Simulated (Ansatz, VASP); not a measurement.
AgBr: VASP beside Ansatz

```
Ag Br
1.0
     0.00000    2.83769    2.83769
     2.83769    0.00000    2.83769
     2.83769    2.83769    0.00000
Ag Br
1 1
Direct
  0.00000 0.00000 0.00000
  0.50000 0.50000 0.50000
```

Change from the starting cell: unstrained.

Alike in both runs: task single point; functional PBEsol; k mesh 6 × 6 × 6; occupations fermi-dirac, width 0.01 eV; non-collinear spin, spin-orbit coupling.

```csv
,VASP,Ansatz
version,VASP 6.6.1,Ansatz 0.2.0
potentials or method,"VASP PAW PBE potentials, release 64 (Ag, Br), cutoff 500 eV",all-electron LAPW
```

|  | VASP | Ansatz | Ansatz less VASP |
| --- | --- | --- | --- |
| pressure (GPa) | 0.0 | 0.0 | +0.02 |
| net moment per atom (μB) | 0.00 | 0.00 | 0.000 |

VASP's potentials were made for PBE, not for PBEsol. Ansatz ran all-electron here, and VASP with PAW potentials.
